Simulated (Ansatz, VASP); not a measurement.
**One calculation of InSe, two programs**

```
CELL_PARAMETERS angstrom
4.05000 0.00000 0.00000
-2.02500 3.50740 0.00000
0.00000 0.00000 16.93000
ATOMIC_POSITIONS crystal
In 0.33333 0.66667 0.16841
In 0.66667 0.33333 0.66841
In 0.33333 0.66667 0.33159
In 0.66667 0.33333 0.83159
Se 0.33333 0.66667 0.59564
Se 0.66667 0.33333 0.09564
Se 0.33333 0.66667 0.90436
Se 0.66667 0.33333 0.40436
```

Alike in both runs: functional LDA; k mesh 10 × 10 × 3; no spin polarisation.

Ansatz relaxed the structure, and its values are those at the end. VASP's run is a single point on that final structure, the one shown.

|  | VASP | Ansatz |
| --- | --- | --- |
| version | VASP 6.6.1 | Ansatz 0.2.0 |
| potentials or method | VASP PAW LDA potentials, release 64 (In_d, Se), cutoff 520 eV | scalar-relativistic, plane waves, PAW |
| occupations | gaussian, width 0.01 eV | fixed |
| valence electrons in the cell | 76 | 116 |

```tsv
	VASP	Ansatz	Ansatz less VASP
gap on the k mesh at the Fermi level (eV)	0.12	0.11	-0.011
least direct gap on the mesh (eV)	0.12	0.11	-0.011
pressure (GPa)	-1.6	-1.7	-0.11
rms of the force components (eV/Å)	0.012	0.000	-0.0119
```

LDA's correlation is that of Perdew and Zunger in VASP and of Perdew and Wang (1992) in Ansatz. VASP's potentials hold 76 valence electrons a cell and Ansatz's 116, so a difference there can come from the potentials and not from the codes. Ansatz's warnings: metallic iterate, stress scf threshold loose.
